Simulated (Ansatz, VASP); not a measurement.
**SrO in VASP and in Ansatz**

The input POSCAR:

```
SrO
1.0
    0.0000000000      2.5798927426      2.5798927426
    2.5798927426      0.0000000000      2.5798927426
    2.5798927426      2.5798927426      0.0000000000
Sr O
1 1
Direct
    0.5000000000      0.5000000000      0.5000000000
    0.0000000000      0.0000000000      0.0000000000
```

The input INCAR.step1:

```
PREC = Accurate
ENCUT = 520
EDIFF = 1E-5
ISMEAR = 0
SIGMA = 0.01
LREAL = F
LASPH = T
NELM = 80
ALGO = Normal
ISIF = 2
LWAVE = T
LCHARG = F
GGA = PE
NBANDS = 15
```

The input INCAR.step2:

```
PREC = Accurate
ENCUT = 520
EDIFF = 1E-6
ISMEAR = 0
SIGMA = 0.01
LREAL = F
LASPH = T
NELM = 80
ALGO = Normal
ISIF = 2
LWAVE = F
LCHARG = F
GGA = PE
LHFCALC = T
AEXX = 0.25
PRECFOCK = Normal
ISTART = 1
NBANDS = 15
```

Contents of KPOINTS:

```
regular mesh
0
Gamma
  6 6 6
```

Input for Ansatz:

```yaml
crystal:
  lattice:
    - [0.0, 2.5798927426, 2.5798927426]
    - [2.5798927426, 0.0, 2.5798927426]
    - [2.5798927426, 2.5798927426, 0.0]
  atoms:
    - { symbol: Sr, position: [0.5, 0.5, 0.5] }
    - { symbol: O, position: [0.0, 0.0, 0.0] }
kpoints:
  mp_grid: { grid: [6, 6, 6] }
  band_path:
    path:
      - [0.0, 0.0, 0.0]
      - [0.5, 0.0, 0.5]
      - [0.625, 0.25, 0.625]
      - [0.375, 0.375, 0.75]
      - [0.5, 0.5, 0.5]
      - [0.5, 0.25, 0.75]
      - [0.0, 0.5, 0.5]
    npoints: 1
hamiltonian:
  xc: pbe0
scf:
  occupations: { method: fixed }
  n_extra_bands: 4
output:
  forces: true
  stress: true
  eigenvalues: true
```

Alike in both runs: task single point; functional PBE0; k mesh 6 × 6 × 6; no spin polarisation.

|  | VASP | Ansatz |
| --- | --- | --- |
| version | VASP 6.6.1 | Ansatz 0.2.0 |
| potentials or method | VASP PAW PBE potentials, release 64 (Sr_sv, O) | plane waves, PAW |
| plane-wave cutoff (eV) | 520 | 420 |
| occupations | gaussian, width 0.01 eV | fixed |
| valence electrons in the cell | 16 | 16 |

```csv
,VASP,Ansatz,Ansatz less VASP
gap on the k mesh at the Fermi level (eV),5.49,5.53,+0.041
pressure (GPa),0.1,-0.4,-0.49
```

Ansatz's warnings: stress exchange threshold loose, stress scf threshold loose.
